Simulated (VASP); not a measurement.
# H2Rh (I4/mmm) in VASP: further runs, part 2 of 2

VASP 6.6.1.

## (4) Relaxation of cell and atoms, PBE

This run uses another cell than the first one, of 8.03 Å³/atom, 1.206 times its volume.

The input, INCAR:

```
SYSTEM = H2Rh
ALGO = Normal
EDIFF = 1E-6
EDIFFG = -0.04
ENCUT = 600
GGA = PE
IBRION = 2
ISIF = 3
ISMEAR = 0
LASPH = .TRUE.
LCHARG = .FALSE.
LREAL = .FALSE.
LWAVE = .FALSE.
NELM = 100
NSW = 90
PREC = Accurate
SIGMA = 0.1
```

The input, KPOINTS:

```
k-points
0
G
  8 8 8
  0 0 0
```

The input, POSCAR:

```
H2Rh
1.0
   -1.3489431450      1.3489431450      3.3091261527
    1.3489431450     -1.3489431450      3.3091261527
    1.3489431450      1.3489431450     -3.3091261527
H Rh
2 1
Direct
    0.6650000000      0.6650000000      0.0000000000
    0.3350000000      0.3350000000      0.0000000000
    0.0000000000      0.0000000000      0.0000000000
```

Potentials or basis: VASP PAW PBE potentials, release 64 (H, Rh_pv).

On the command line:

```
> cat potpaw_PBE.64/H/POTCAR potpaw_PBE.64/Rh_pv/POTCAR > POTCAR
> mpirun -np 1 vasp_std > vasp.out
```

OUTCAR:

```text
SYSTEM = H2Rh
   EDIFF = 1E-6
   EDIFFG = -0.04
   ENCUT = 600
   GGA = PE
   IBRION = 2
   ISIF = 3
   ISMEAR = 0
   LASPH = .TRUE.
   LREAL = .FALSE.
   NELM = 100
   NSW = 90
   PREC = Accurate

 ion  position               nearest neighbor table
   1  0.665  0.665  0.000-
   2  0.335  0.335  0.000-
   3  0.000  0.000  0.000-

  LATTYP: Found a body centered tetragonal cell.
 ALAT       =     2.6978862900
 C/A-ratio  =     2.4531250001

  Lattice vectors:

 A1 = (  -1.3489431450,   1.3489431450,   3.3091261527)
 A2 = (   1.3489431450,  -1.3489431450,   3.3091261527)
 A3 = (   1.3489431450,   1.3489431450,  -3.3091261527)

Analysis of symmetry for initial positions (statically):
=====================================================================
 Subroutine PRICEL returns:
 Original cell was already a primitive cell.

 Routine SETGRP: Setting up the symmetry group for a
 body centered tetragonal supercell.

 Subroutine GETGRP returns: Found 16 space group operations
 (whereof 16 operations were pure point group operations)
 out of a pool of 16 trial point group operations.

The static configuration has the point symmetry D_4h.

Analysis of symmetry for dynamics (positions and initial velocities):
=====================================================================
 Subroutine PRICEL returns:
 Original cell was already a primitive cell.

 Routine SETGRP: Setting up the symmetry group for a
 body centered tetragonal supercell.

 Subroutine GETGRP returns: Found 16 space group operations
 (whereof 16 operations were pure point group operations)
 out of a pool of 16 trial point group operations.

The dynamic configuration has the point symmetry D_4h.

 Subroutine INISYM returns: Found 16 space group operations
 (whereof 16 operations are pure point group operations),
 and found     1 'primitive' translations

----------------------------------------------------------------------------------------
[... 135 lines left out ...]

 number of electron      17.0000001 magnetization

 Free energy of the ion-electron system (eV)
  ---------------------------------------------------
  ext. energy  EPLUGINS =         0.00000000
  ---------------------------------------------------
  free energy    TOTEN  =       -12.31318842 eV

  energy without entropy =      -12.30377498  energy(sigma->0) =      -12.30848170

------------------------ aborting loop because EDIFF is reached ----------------------------------------

  FORCE on cell =-STRESS in cart. coord.  units (eV):
  Direction    XX          YY          ZZ          XY          YZ          ZX
  --------------------------------------------------------------------------------------
  -------------------------------------------------------------------------------------
  Total       -1.7228841     -1.7228841     -4.3024799      0.0000000      0.0000000      0.0000000
  in kB     -114.6056555   -114.6056555   -286.1994729      0.0000000      0.0000000      0.0000000
  external PRESSURE =    -171.8035946 kB  Pullay stress =       0.0000000 kB
[... 283 lines left out ...]
--------------------------------------- Ionic step        9  -------------------------------------------

 number of electron      17.0000000 magnetization

 Free energy of the ion-electron system (eV)
  ---------------------------------------------------
  ext. energy  EPLUGINS =         0.00000000
  ---------------------------------------------------
  free energy    TOTEN  =       -13.09592613 eV

  energy without entropy =      -13.09079452  energy(sigma->0) =      -13.09336033

 E-fermi :   8.8612     XC(G=0): -12.9416

 val. band max:        8.8509026116   @ k =  -0.3750   0.5000   0.3750
 cond. band min:       8.8811764364   @ k =  -0.3750  -0.3750   0.2500
 fundamental gap:      0.0302738248
 Fermi energy:         8.8612150373

 k-point     1 :       0.0000    0.0000    0.0000
  band No.  band energies     occupation
      1     -37.2722      2.00000
      2     -36.9676      2.00000
      3     -36.9676      2.00000
      4      -2.7816      2.00000
      5       5.5383      2.00000
      6       5.8482      2.00000
      7       6.9388      2.00000
      8       6.9388      2.00000
      9       8.5258      2.00000
     10      11.4841      0.00000
     11      21.6323      0.00000
     12      23.2061      0.00000
[... 331 lines left out ...]
 k-point    24 :       0.3750    0.1250    0.1250
  band No.  band energies     occupation
      1     -37.3254      2.00000
      2     -37.2113      2.00000
      3     -37.0852      2.00000
      4       1.1521      2.00000
      5       2.9821      2.00000
      6       6.2711      2.00000
      7       6.4097      2.00000
      8       8.2775      2.00000
      9       9.3618      0.00000
     10      12.2345      0.00000
     11      17.0541      0.00000
     12      17.8380      0.00000

 [... further k-points ...]

------------------------ aborting loop because EDIFF is reached ----------------------------------------

  FORCE on cell =-STRESS in cart. coord.  units (eV):
  Direction    XX          YY          ZZ          XY          YZ          ZX
  --------------------------------------------------------------------------------------
  -------------------------------------------------------------------------------------
  Total       -0.0109189     -0.0109189      0.0640986      0.0000000      0.0000000      0.0000000
  in kB       -0.8757598     -0.8757598      5.1411068      0.0000000      0.0000000      0.0000000
  external PRESSURE =       1.1298624 kB  Pullay stress =       0.0000000 kB
[... 18 lines left out ...]
  FREE ENERGIE OF THE ION-ELECTRON SYSTEM (eV)
  ---------------------------------------------------
  free  energy   TOTEN  =       -13.0959261265 eV

  energy  without entropy=      -13.0907945236  energy(sigma->0) =      -13.09336033

 reached required accuracy - stopping structural energy minimisation
```

It took 72 s on 1 thread of Intel Xeon 6975P-C (Granite Rapids), shared host; peak memory 0.21 GiB.

Results:

```
Free energy                            : -13.0959 eV
Relaxed volume                         : 6.66 Å³/atom
Relaxed cell                           : a = 3.210 Å, b = 3.210 Å, c = 3.210 Å, α = 127.94°, β = 127.94°, γ = 76.72°
Space group after relaxing (to 0.05 Å) : I4/mmm (No. 139)
Energy gained by relaxing              : 260.9 meV/atom
Ionic steps                            : 9
Pressure after relaxing                : 0.1 GPa
Largest force after relaxing           : 0.026 eV/Å
```

Forces in eV/Å, atoms in the order of the input:
```
H    0.000  0.000 -0.026
H    0.000  0.000  0.026
Rh   0.000  0.000  0.000
```

Stress tensor (GPa, compression positive):
```
-0.09  0.00  0.00
 0.00 -0.09  0.00
 0.00  0.00  0.51
```

The path:
```
step  energy change (eV)  largest force (eV/Å)  pressure (GPa)  volume (Å³)
   1              0.0000                0.5400          -17.18        24.09
   2             -0.3002                0.2987           -1.36        21.19
   3             -0.3359                0.2112            7.44        20.18
   4             -0.5958                0.0484            8.18        19.53
   5             -0.7157                0.1616           15.13        18.72
   6             -0.7674                0.0195           -6.29        20.73
   7             -0.7811                0.0681           -0.47        20.05
   8             -0.7820                0.0541           -0.26        20.02
   9             -0.7827                0.0262            0.11        19.98
```

Final structure:
```yaml
crystal:
  lattice:
    - [-1.40857, 1.40857, 2.51701]
    - [1.40857, -1.40857, 2.51701]
    - [1.40857, 1.40857, -2.51701]
  atoms:
    - { symbol: H, position: [0.64547, 0.64547, 0.00000] }
    - { symbol: H, position: [0.35453, 0.35453, 0.00000] }
    - { symbol: Rh, position: [0.00000, 0.00000, 0.00000] }
```

Levels at points of the mesh, in eV from the Fermi level:
| k point | band 6 | band 7 | band 8 | band 9 | band 10 | band 11 | band 12 |
| --- | --- | --- | --- | --- | --- | --- | --- |
| (0.00, 0.00, 0.00) | -3.01 | -1.92 | -1.92 | -0.34 | 2.62 | 12.77 | 14.34 |
| (0.50, 0.00, 0.00) | -3.78 | -2.02 | -0.50 | -0.46 | 3.56 | 8.45 | 10.00 |
| (0.50, 0.50, 0.00) | -1.19 | -0.87 | -0.21 | 0.99 | 1.75 | 4.67 | 8.03 |
| (0.50, 0.50, 0.50) | -4.18 | -0.14 | -0.14 | -0.02 | 2.66 | 8.59 | 10.16 |

Caveat: the k points lie up to 0.39 Å⁻¹ apart in the final cell; the volume moved by over 15 % at a fixed basis, so the end points are rough.

## (5) Single point, PBE

The input, INCAR:

```
PREC     = Accurate       # precision mode
ENCUT    = 520            # plane-wave cutoff, eV
EDIFF    = 1E-6           # SCF threshold, eV
ISMEAR   = 0              # smearing method
SIGMA    = 0.1            # smearing width, eV
LREAL    = False          # projectors in reciprocal space
LASPH    = True           # aspherical terms in the spheres
NELM     = 80             # most SCF steps
ALGO     = Normal         # electronic algorithm
ISIF     = 2              # what is computed and relaxed
LWAVE    = False          # write WAVECAR
LCHARG   = False          # write CHGCAR
GGA      = PE             # functional
NBANDS   = 16             # bands
```

The input, KPOINTS:

```
Automatic mesh
0
Gamma
  22 22 22
```

The input, POSCAR:

```
H2Rh
1.0
   -1.4072747425      1.4072747425      2.5228291389
    1.4072747425     -1.4072747425      2.5228291389
    1.4072747425      1.4072747425     -2.5228291389
H Rh
2 1
Direct
    0.6448812071      0.6448812071      0.0000000000
    0.3551187929      0.3551187929      0.0000000000
    0.0000000000      0.0000000000      0.0000000000
```

Potentials or basis: VASP PAW PBE potentials, release 64 (H, Rh_pv).

On the command line:

```
> cat potpaw_PBE.64/H/POTCAR potpaw_PBE.64/Rh_pv/POTCAR > POTCAR
> mpirun -np 1 vasp_std > vasp.out
```

OUTCAR:

```text
PREC = Accurate
   ENCUT = 520
   EDIFF = 1E-6
   ISMEAR = 0
   LREAL = False
   LASPH = True
   NELM = 80
   ISIF = 2
   GGA = PE

 ion  position               nearest neighbor table
   1  0.645  0.645  0.000-   3 1.79   3 2.12   3 2.12   3 2.12   3 2.12
   2  0.355  0.355  0.000-   3 1.79   3 2.12   3 2.12   3 2.12   3 2.12
   3  0.000  0.000  0.000-   1 1.79   2 1.79   1 2.12   2 2.12   1 2.12   1 2.12   1 2.12   2 2.12
                             2 2.12   2 2.12

  LATTYP: Found a body centered tetragonal cell.
 ALAT       =     2.8145494850
 C/A-ratio  =     1.7927054773

  Lattice vectors:

[... 641 lines left out ...]
     16      30.7374      0.00000

 [... further k-points ...]
[... 5 lines left out ...]
  --------------------------------------------------------------------------------------
  -------------------------------------------------------------------------------------
  Total       -0.0190274     -0.0190274      0.0039201      0.0000000     -0.0000000      0.0000000
  in kB       -1.5254034     -1.5254034      0.3142657      0.0000000     -0.0000000      0.0000000
  external PRESSURE =      -0.9121804 kB  Pullay stress =       0.0000000 kB

 VOLUME and BASIS-vectors are now :
 -----------------------------------------------------------------------------
  energy-cutoff  :      520.00
  volume of cell :       19.99
      direct lattice vectors                 reciprocal lattice vectors
    -1.407274743  1.407274743  2.522829139     0.000000000  0.355296649  0.198190195
     1.407274743 -1.407274743  2.522829139     0.355296649  0.000000000  0.198190195
     1.407274743  1.407274743 -2.522829139     0.355296649  0.355296649  0.000000000

 POSITION                                       TOTAL-FORCE (eV/Angst)
 -----------------------------------------------------------------------------------
      0.00000      0.00000      3.25385         0.000000      0.000000     -0.005647
      0.00000      0.00000      1.79181        -0.000000     -0.000000      0.005647
      0.00000      0.00000      0.00000         0.000000      0.000000      0.000000
 -----------------------------------------------------------------------------------
    total drift:                                0.000000     -0.000000      0.000000

  FREE ENERGIE OF THE ION-ELECTRON SYSTEM (eV)
  ---------------------------------------------------
  free  energy   TOTEN  =       -13.0994505595 eV

  energy  without entropy=      -13.0943313648  energy(sigma->0) =      -13.09689096
```

stdout:

```text
POSCAR found type information on POSCAR H Rh
 POSCAR found :  2 types and       3 ions
 scaLAPACK will be used
 LDA part: xc-table for (Slater+PW92), standard interpolation
 POSCAR, INCAR and KPOINTS ok, starting setup
 FFT: planning ... GRIDC
 FFT: planning ... GRID_SOFT
 FFT: planning ... GRID
 WAVECAR not read
 entering main loop
```

Run time: 70 s. Hardware: 1 thread of Intel Xeon 6975P-C (Granite Rapids), shared host; peak memory 0.36 GiB.

What came out:

```
Free energy   : -13.0995 eV
Pressure      : -0.1 GPa
Largest force : 0.006 eV/Å
```

Forces in eV/Å, atoms in the order of the input:
```
H    0.000  0.000 -0.006
H    0.000  0.000  0.006
Rh   0.000  0.000  0.000
```

## (6) The runs side by side

| task | cell | k mesh | cutoff (eV) | gap on the mesh (eV) | pressure (GPa) | largest force (eV/Å) |
| --- | --- | --- | --- | --- | --- | --- |
| single point | a = 3.212 Å, angles 128.0, 128.0, 76.6°, 3 atoms | 8 × 8 × 8 | 520 | none | 0.0 | - |
| single point | a = 3.820 Å, angles 138.6, 138.6, 59.9°, 3 atoms | 10 × 10 × 10 | 520 | none | -17.5 | 0.55 |
| relaxation of cell and atoms | relaxed from a = 3.820 Å, angles 138.6, 138.6, 59.9°, 3 atoms | 8 × 8 × 8 | 600 | none | 0.1 | 0.03 |
| single point | a = 3.213 Å, angles 128.1, 128.1, 76.5°, 3 atoms | 22 × 22 × 22 | 520 | none | -0.1 | 0.01 |

Alike in all rows: level PBE; potentials or basis VASP PAW PBE potentials, release 64 (H, Rh_pv); no spin polarisation; smearing gaussian 0.1 eV.

Caveats: some runs use coarse meshes; the volume moved by over 15 % at a fixed basis, so the end points are rough (some runs).

Absolute energies hang on the potentials; compare differences alone.
